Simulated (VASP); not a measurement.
# Sn4O9 (a cell with a defect) in VASP: notebook

Sn4O9 (a cell with a defect) is run at these levels: PBE; tasks: single point.

Program: VASP 6.6.1. These are calculated values, not measurements. Logs are shortened: lines on timing, memory, paths and dates and some standing lists are left out, and cuts for length are marked.

### Step 1. The cell of the first run

The cell holds a defect, 13 atoms: a = 5.812 Å, b = 5.812 Å, c = 5.814 Å, α = 108.08°, β = 108.08°, γ = 112.28°.

### Step 2. Single point, PBE (with an interstitial atom, then relaxed in part)

Contents of INCAR:

```
SYSTEM = Sn4O9
  ALGO = Normal
  EDIFF = 1E-7
  ENCUT = 520
  GGA = PE
  ISIF = 2
  ISMEAR = 0
  LASPH = .True.
  LCHARG = .False.
  LREAL = .False.
  LWAVE = .False.
  NBANDS = 67
  NELM = 80
  PREC = Accurate
  SIGMA = 0.02
```

Contents of KPOINTS:

```
k-points
0
Gamma
  3 3 3
  0 0 0
```

Contents of POSCAR:

```
Sn4O9
1.0
   -4.8265176369      0.0000000000      3.2381666580
    4.8265176369      0.0000000000      3.2381666580
    0.0000000000      4.8283676022     -3.2381666580
Sn O
4 9
Direct
    0.2897089916      0.7766938762      0.5291484675
    0.7637721665      0.2576044494      0.5222541613
    0.0267752952     -0.0049990537      0.0036605935
    0.5266473614      0.5148761724      0.0235819122
   -0.1289390642      0.2385598846      0.2171861604
    0.5264288533      0.8177276520      0.3260933064
    0.9750995263      0.7592594861      0.2141059943
    0.4594551249      0.2368717938      0.1841833106
    0.5940568157      0.7431679664      0.8130234194
    0.0781908815      0.2567598089      0.8192220878
    1.0268553643      0.6906728725      0.6993435324
    0.5266849302      0.2082760171      0.7167724842
    0.1827802361      0.3643536058      0.4026551556
```

Potentials or basis: VASP PAW PBE potentials, release 64 (Sn_d, O).

The run is started by

```bash
cat potpaw_PBE.64/Sn_d/POTCAR potpaw_PBE.64/O/POTCAR > POTCAR
mpirun -np 1 vasp_std > vasp.out
```

OUTCAR:

```text
SYSTEM = Sn4O9
   EDIFF = 1E-7
   ENCUT = 520
   GGA = PE
   ISIF = 2
   ISMEAR = 0
   LASPH = .True.
   LREAL = .False.
   NELM = 80
   PREC = Accurate

 ion  position               nearest neighbor table
   1  0.290  0.777  0.529-  12 2.03  13 2.04  11 2.06   6 2.07   7 2.09   9 2.13   5 2.64   2 3.12
                             2 3.36   3 3.67   3 3.73   4 3.74
   2  0.764  0.258  0.522-  12 2.03   5 2.04  11 2.06   6 2.07  10 2.09   8 2.13  13 2.64   1 3.12
                             1 3.36   3 3.67   3 3.73   4 3.74
   3  0.027  0.995  0.004-   8 2.04   9 2.04  11 2.08  10 2.10   7 2.10  13 2.22   5 2.22   4 3.24
                             4 3.24   2 3.67   1 3.67   2 3.73   1 3.73
   4  0.527  0.515  0.024-   6 2.07   8 2.08   9 2.08  12 2.09   7 2.11  10 2.11   3 3.24   3 3.24
                             1 3.74   2 3.74
   5  0.871  0.239  0.217-  13 1.51   2 2.04   3 2.22   1 2.64
   6  0.526  0.818  0.326-   4 2.07   1 2.07   2 2.07
   7  0.975  0.759  0.214-   1 2.09   3 2.10   4 2.11
   8  0.459  0.237  0.184-   3 2.04   4 2.08   2 2.13
   9  0.594  0.743  0.813-   3 2.04   4 2.08   1 2.13
  10  0.078  0.257  0.819-   2 2.09   3 2.10   4 2.11
  11  0.027  0.691  0.699-   1 2.06   2 2.06   3 2.08
  12  0.527  0.208  0.717-   1 2.03   2 2.03   4 2.09
  13  0.183  0.364  0.403-   5 1.51   1 2.04   3 2.22   2 2.64

  LATTYP: Found a face centered orthorhombic cell.
 ALAT       =     6.4763333160
 B/A-ratio  =     1.4905093365
 C/A-ratio  =     1.4910806367

  Lattice vectors:

 A1 = (   4.8265176369,   4.8283676022,   0.0000000000)
 A2 = (   0.0000000000,   4.8283676022,   3.2381666580)
 A3 = (   4.8265176369,   0.0000000000,   3.2381666580)

Analysis of symmetry for initial positions (statically):
=====================================================================
 Subroutine PRICEL returns:
 Original cell was already a primitive cell.

 Routine SETGRP: Setting up the symmetry group for a
 face centered orthorhombic supercell.

 Subroutine GETGRP returns: Found  1 space group operations
 (whereof  1 operations were pure point group operations)
 out of a pool of  8 trial point group operations.

The static configuration has the point symmetry C_1 .

Analysis of symmetry for dynamics (positions and initial velocities):
=====================================================================
 Subroutine PRICEL returns:
 Original cell was already a primitive cell.

 Routine SETGRP: Setting up the symmetry group for a
 face centered orthorhombic supercell.

 Subroutine GETGRP returns: Found  1 space group operations
 (whereof  1 operations were pure point group operations)
 out of a pool of  8 trial point group operations.

The dynamic configuration has the point symmetry C_1 .

 Subroutine INISYM returns: Found  1 space group operations
 (whereof  1 operations are pure point group operations),
 and found     1 'primitive' translations

----------------------------------------------------------------------------------------

                                     Primitive cell

  volume of cell :     150.9258

  direct lattice vectors                    reciprocal lattice vectors
    -4.826517637  0.000000000  3.238166658    -0.103594359  0.103554667  0.154408359
     4.826517637  0.000000000  3.238166658     0.103594359  0.103554667  0.154408359
     0.000000000  4.828367602 -3.238166658     0.000000000  0.207109334  0.000000000

  length of vectors
     5.812142101  5.812142101  5.813678440     0.212831627  0.212831627  0.207109334

  position of ions in fractional coordinates (direct lattice)
     0.289708992  0.776693876  0.529148468
     0.763772166  0.257604449  0.522254161
     0.026775295  0.995000946  0.003660594
     0.526647361  0.514876172  0.023581912
     0.871060936  0.238559885  0.217186160
     0.526428853  0.817727652  0.326093306
     0.975099526  0.759259486  0.214105994
     0.459455125  0.236871794  0.184183311
     0.594056816  0.743167966  0.813023419
     0.078190881  0.256759809  0.819222088
     0.026855364  0.690672873  0.699343532
     0.526684930  0.208276017  0.716772484
     0.182780236  0.364353606  0.402655156
[... 29 lines left out ...]
     0.034531453  0.034518222  0.051469453     0.000000000  0.333333333 -0.000000000
     0.000000000  0.069036445  0.000000000     0.000000000  0.000000000  0.333333333

  Length of vectors
     0.070943876  0.070943876  0.069036445

  Shift w.r.t. Gamma in fractional coordinates (k-lattice)
     0.000000000  0.000000000  0.000000000

 Subroutine IBZKPT returns following result:
 ===========================================

 Found     14 irreducible k-points:

 Following reciprocal coordinates:
            Coordinates               Weight
  0.000000  0.000000  0.000000      1.000000
  0.333333  0.000000 -0.000000      2.000000
  0.000000  0.333333 -0.333333      2.000000
 -0.000000 -0.333333  0.000000      2.000000
 -0.333333 -0.000000  0.333333      2.000000
  0.333333  0.333333 -0.000000      2.000000
  0.333333  0.333333  0.333333      2.000000
 -0.333333  0.333333  0.000000      2.000000
  0.000000  0.000000  0.333333      2.000000
  0.333333  0.000000  0.333333      2.000000
  0.000000  0.333333  0.333333      2.000000
 -0.333333  0.333333  0.333333      2.000000
 -0.333333  0.333333 -0.333333      2.000000
 -0.333333 -0.333333  0.333333      2.000000
   k-points           NKPTS =     14   k-points in BZ     NKDIM =     14   number of bands    NBANDS=     67
   number of dos      NEDOS =    301   number of ions     NIONS =     13
   total plane-waves  NPLWV = 110592
   dimension x,y,z NGX =    48 NGY =   48 NGZ =   48
   dimension x,y,z NGXF=    96 NGYF=   96 NGZF=   96
   ions per type =               4   9
   NGX,Y,Z   is equivalent  to a cutoff of  13.73, 13.73, 13.73 a.u.
   NGXF,Y,Z  is equivalent  to a cutoff of  27.46, 27.46, 27.45 a.u.
 SYSTEM =  Sn4O9
   PREC   = accura    normal or accurate (medium, high low for compatibility)
   ISTART =      0    job   : 0-new  1-cont  2-samecut
   ICHARG =      2    charge: 1-file 2-atom 10-const
   ISPIN  =      1    spin polarized calculation?
   LNONCOLLINEAR =      F non collinear calculations
   LSORBIT =      F    spin-orbit coupling
   LASPH  =      T    aspherical Exc in radial PAW
   ENCUT  =  520.0 eV  38.22 Ry    6.18 a.u.  10.81 10.81 10.81*2*pi/ulx,y,z
   NELM   =     80;   NELMIN=  2; NELMDL= -5     # of ELM steps
   EDIFF  = 0.1E-06   stopping-criterion for ELM
   LREAL  =      F    real-space projection
   EDIFFG = 0.1E-05   stopping-criterion for IOM
   NSW    =      0    number of steps for IOM
   IBRION =     -1    ionic relax: 0-MD 1-quasi-New 2-CG
   NFREE  =      0    steps in history (QN), initial steepest desc. (CG)
   ISIF   =      2    stress and relaxation
   ISYM   =      2    0-nonsym 1-usesym 2-fastsym
   POTIM  = 0.5000    time-step for ionic-motion
   TEBEG  =    0.0;   TEEND  =   0.0 temperature during run
   PSTRESS=    0.0 pullay stress
   NELECT =     110.0000    total number of electrons
   NUPDOWN=      -1.0000    fix difference up-down
   EMIN   =  10.00;   EMAX   =-10.00  energy-range for DOS
   EFERMI =   0.00;   METHOD = LEGACY
   ISMEAR =     0;   SIGMA  =   0.02  broadening in eV -4-tet -1-fermi 0-gaus
   EFERMI_NEDOS =   21; number of points for ismear=-14 and -15
   IALGO  =     38    algorithm
   IMIX   =      4    mixing-type and parameters
     AMIX     =   0.40;   BMIX     =  1.00
     AMIX_MAG =   1.60;   BMIX_MAG =  1.00
  volume/ion in A,a.u.               =      11.61        78.35
  Fermi-wavevector in a.u.,A,eV,Ry     =   1.473278  2.784091 29.532083  2.170547
  Thomas-Fermi vector in A             =   2.588190
   LORBIT       =      0    0 simple, 1 ext, 2 COOP (PROOUT), +10 PAW based schemes
   GGA     = PE    functional components
   LHFCALC =     F    Hartree Fock is set to
   AEXX    =    0.0000 exact exchange contribution
   IVDW    =     0    specifies the selected vdW correction
   LEPSILON=     F    determine dielectric tensor
   LRPA    =     F    only Hartree local field effects (RPA)
 non-spin polarized calculation
 Gauss-broadening in eV      SIGMA  =   0.02
  energy-cutoff  :      520.00
  volume of cell :      150.93
 maximum number of plane-waves:      4076
 NGX is ok and might be reduce to    48
   NGX = 21   NGY = 21   NGZ = 21

 number of electron     109.9999994 magnetization

 Free energy of the ion-electron system (eV)
  ---------------------------------------------------
  ext. energy  EPLUGINS =         0.00000000
  ---------------------------------------------------
  free energy    TOTEN  =       -76.72534246 eV

  energy without entropy =      -76.72534246  energy(sigma->0) =      -76.72534246

 E-fermi :   6.3856     XC(G=0): -11.2998

 val. band max:        6.2925201609   @ k =  -0.3333   0.3333  -0.3333
 cond. band min:       6.9804719224   @ k =   0.0000   0.0000   0.0000
 fundamental gap:      0.6879517615
 Fermi energy:         6.3855548647

 k-point     1 :       0.0000    0.0000    0.0000
  band No.  band energies     occupation
      1     -15.8331      2.00000
      2     -15.0929      2.00000
      3     -14.8368      2.00000
      4     -14.6855      2.00000
      5     -14.4402      2.00000
      6     -14.4192      2.00000
[... 969 lines left out ...]
     66      16.1537      0.00000
     67      16.3574      0.00000

------------------------ aborting loop because EDIFF is reached ----------------------------------------

  FORCE on cell =-STRESS in cart. coord.  units (eV):
  Direction    XX          YY          ZZ          XY          YZ          ZX
  --------------------------------------------------------------------------------------
  -------------------------------------------------------------------------------------
  Total        7.9695738      7.9337347     12.2464582      3.3783568      2.9673844     -2.9667023
  in kB       84.6023175     84.2218620    130.0042855     35.8635007     31.5007556    -31.4935147
  external PRESSURE =      99.6094883 kB  Pullay stress =       0.0000000 kB

 VOLUME and BASIS-vectors are now :
 -----------------------------------------------------------------------------
  energy-cutoff  :      520.00
  volume of cell :      150.93
      direct lattice vectors                 reciprocal lattice vectors
    -4.826517637  0.000000000  3.238166658    -0.103594359  0.103554667  0.154408359
     4.826517637  0.000000000  3.238166658     0.103594359  0.103554667  0.154408359
     0.000000000  4.828367602 -3.238166658     0.000000000  0.207109334  0.000000000

 POSITION                                       TOTAL-FORCE (eV/Angst)
 -----------------------------------------------------------------------------------
      2.35044      2.55492      1.73972         0.013788      0.010123      0.012477
     -2.44303      2.52164      1.61624         0.005382      0.014142     -0.016291
      4.67316      0.01767      3.29683         0.003993      0.000960     -0.007706
     -0.05681      0.11386      3.29626         0.005797     -0.004325      0.012811
     -3.05278      1.04865      2.88985         0.108533     -0.139028     -0.078453
      1.40596      1.57450      3.29666        -0.019270     -0.013452      0.002848
     -1.04176      1.03378      4.92283        -0.010436      0.008562     -0.001653
     -1.07430      0.88930      1.65841        -0.026569      0.020579      0.007845
      0.71969      3.92558      1.69745         0.015861     -0.026440     -0.008914
      0.86187      3.95551     -1.56815         0.011284     -0.010657      0.004720
      3.20393      3.37669      0.05889         0.008469      0.005794     -0.003956
     -1.53681      3.46084      0.05890         0.021498      0.023295      0.002556
      0.87637      1.94417      0.46785        -0.138330      0.110447      0.073716
 -----------------------------------------------------------------------------------
    total drift:                                0.000274      0.000537      0.000204

  FREE ENERGIE OF THE ION-ELECTRON SYSTEM (eV)
  ---------------------------------------------------
  free  energy   TOTEN  =       -76.7253424606 eV

  energy  without entropy=      -76.7253424606  energy(sigma->0) =      -76.72534246
```

Run time: 2 min. Hardware: 1 thread of AMD EPYC 9R45 (Zen 5), shared host; peak memory 0.32 GiB.

Results:

* Free energy: -76.7253 eV
* Pressure: 10.0 GPa
* Largest force: 0.193 eV/Å
* Band gap on the k mesh: 0.69 eV

Forces on the atoms (eV/Å):
```
Sn   0.014  0.010  0.012
Sn   0.005  0.014 -0.016
Sn   0.004  0.001 -0.008
Sn   0.006 -0.004  0.013
O    0.109 -0.139 -0.078
O   -0.019 -0.013  0.003
O   -0.010  0.009 -0.002
O   -0.027  0.021  0.008
O    0.016 -0.026 -0.009
O    0.011 -0.011  0.005
O    0.008  0.006 -0.004
O    0.021  0.023  0.003
O   -0.138  0.110  0.074
```

Levels at points of the mesh, in eV from the valence-band top:
```
           k point  band 51  band 52  band 53  band 54  band 55  band 56  band 57  band 58  band 59  band 60
(0.00, 0.00, 0.00)    -1.16    -1.06    -0.86    -0.54    -0.52     0.69     4.08     4.20     4.74     5.10
```

Caveat: the k points lie up to 0.45 Å⁻¹ apart; the cell differs from its parent crystal (with an interstitial atom, then relaxed in part); spin-orbit coupling is left out, which moves the levels of the heavy elements.

### Step 3. Single point, PBE

Contents of INCAR:

```
PREC     = Accurate       # precision mode
ENCUT    = 520            # plane-wave cutoff, eV
EDIFF    = 1E-6           # SCF threshold, eV
ISMEAR   = 0              # smearing method
SIGMA    = 0.02           # smearing width, eV
LREAL    = False          # projectors in reciprocal space
LASPH    = True           # aspherical terms in the spheres
NELM     = 60             # most SCF steps
ALGO     = Normal         # electronic algorithm
ISIF     = 2              # what is computed and relaxed
LWAVE    = False          # write WAVECAR
LCHARG   = True           # write CHGCAR
GGA      = PE             # functional
LELF     = True           # ELF
LVHAR    = True         
NBANDS   = 67             # bands
```

Contents of KPOINTS:

```
regular mesh
0
Gamma
  3 3 3
```

Contents of POSCAR:

```
Sn4O9
1.0
   -4.8265176369      0.0000000000      3.2381666580
    4.8265176369      0.0000000000      3.2381666580
    0.0000000000      4.8283676022     -3.2381666580
Sn O
4 9
Direct
    0.2630014977      0.7695530498      0.5131523124
    0.7370645787      0.2504636426      0.5062580568
    0.0000677740     -0.0121397853     -0.0123354320
    0.4999398359      0.5077353114      0.0075857936
   -0.1556465169      0.2314190945      0.2011901496
    0.4997213165      0.8105868541      0.3100971432
    0.9483920796      0.7521186851      0.1981100195
    0.4327476285      0.2297310700      0.1681872771
    0.5673492919      0.7360272210      0.7970273428
    0.0514833402      0.2496189469      0.8032259181
    1.0001478801      0.6835320268      0.6833475145
    0.4999774284      0.2011352593      0.7007763863
    0.1560727915      0.3572128417      0.3866590438
```

Potentials or basis: VASP PAW PBE potentials, release 64 (Sn_d, O).

The run is started by

```bash
cat potpaw_PBE.64/Sn_d/POTCAR potpaw_PBE.64/O/POTCAR > POTCAR
mpirun -np 1 vasp_std > vasp.out
```

OUTCAR:

```text
PREC = Accurate
   ENCUT = 520
   EDIFF = 1E-6
   ISMEAR = 0
   LREAL = False
   LASPH = True
   NELM = 60
   ISIF = 2
   GGA = PE

 ion  position               nearest neighbor table
   1  0.263  0.770  0.513-  12 2.03  13 2.04  11 2.06   6 2.07   7 2.09   9 2.13   5 2.64   2 3.12
                             2 3.36   3 3.67   3 3.73   4 3.74
   2  0.737  0.250  0.506-  12 2.03   5 2.04  11 2.06   6 2.07  10 2.09   8 2.13  13 2.64   1 3.12
                             1 3.36   3 3.67   3 3.73   4 3.74
   3  0.000  0.988  0.988-   8 2.04   9 2.04  11 2.08  10 2.10   7 2.10  13 2.22   5 2.22   4 3.24
[... 1209 lines left out ...]
  energy-cutoff  :      520.00
  volume of cell :      150.93
      direct lattice vectors                 reciprocal lattice vectors
    -4.826517637  0.000000000  3.238166658    -0.103594359  0.103554667  0.154408359
     4.826517637  0.000000000  3.238166658     0.103594359  0.103554667  0.154408359
     0.000000000  4.828367602 -3.238166658     0.000000000  0.207109334  0.000000000

 POSITION                                       TOTAL-FORCE (eV/Angst)
 -----------------------------------------------------------------------------------
      2.44488      2.47769      1.68191         0.013921      0.010156      0.012192
     -2.34859      2.44440      1.55843         0.004880      0.014061     -0.016336
      4.76760      4.76881      0.00085         0.004105      0.000655     -0.007563
      0.03762      0.03663      3.23846         0.005834     -0.004676      0.013026
     -2.95834      0.97142      2.83204         0.108208     -0.138402     -0.078221
      1.50040      1.49726      3.23885        -0.019217     -0.013098      0.002732
     -0.94732      0.95655      4.86502        -0.010512      0.008667     -0.001481
     -0.97986      0.81207      1.60060        -0.026569      0.020577      0.007846
      0.81413      3.84834      1.63964         0.015903     -0.026428     -0.009021
      0.95631      3.87827     -1.62596         0.011348     -0.010830      0.004685
      3.29837      3.29945      0.00108         0.008196      0.005882     -0.004094
     -1.44237      3.38361      0.00109         0.021612      0.023429      0.002596
      0.97081      1.86693      0.41004        -0.137707      0.110006      0.073639
 -----------------------------------------------------------------------------------
    total drift:                                0.000370      0.000281     -0.000010

  FREE ENERGIE OF THE ION-ELECTRON SYSTEM (eV)
  ---------------------------------------------------
  free  energy   TOTEN  =       -76.7253554287 eV

  energy  without entropy=      -76.7253554287  energy(sigma->0) =      -76.72535543
```

stdout:

```text
POSCAR found type information on POSCAR SnO
 POSCAR found :  2 types and      13 ions
 scaLAPACK will be used
 LDA part: xc-table for (Slater+PW92), standard interpolation
 POSCAR, INCAR and KPOINTS ok, starting setup
 FFT: planning ... GRIDC
 FFT: planning ... GRID_SOFT
 FFT: planning ... GRID
 WAVECAR not read
 entering main loop
```

Wall time 2.2 min (1 thread of AMD EPYC 9R45 (Zen 5), shared host); peak memory 0.32 GiB.

What came out:

```yaml
Free_energy: -76.7254 eV
Pressure: 10.0 GPa
Largest_force: 0.192 eV/Å
Band_gap_on_the_k_mesh: 0.69 eV
```

Forces on the atoms (eV/Å):
```
Sn   0.014  0.010  0.012
Sn   0.005  0.014 -0.016
Sn   0.004  0.001 -0.008
Sn   0.006 -0.005  0.013
O    0.108 -0.138 -0.078
O   -0.019 -0.013  0.003
O   -0.011  0.009 -0.001
O   -0.027  0.021  0.008
O    0.016 -0.026 -0.009
O    0.011 -0.011  0.005
O    0.008  0.006 -0.004
O    0.022  0.023  0.003
O   -0.138  0.110  0.074
```

Levels at points of the mesh, in eV from the valence-band top:
| k point | band 52 | band 53 | band 54 | band 55 | band 56 | band 57 | band 58 | band 59 |
| --- | --- | --- | --- | --- | --- | --- | --- | --- |
| (0.00, 0.00, 0.00) | -1.06 | -0.86 | -0.54 | -0.52 | 0.69 | 4.08 | 4.20 | 4.74 |

Caveat: the k points lie up to 0.45 Å⁻¹ apart; spin-orbit coupling is left out, which moves the levels of the heavy elements.

[end of part 1 of 2]
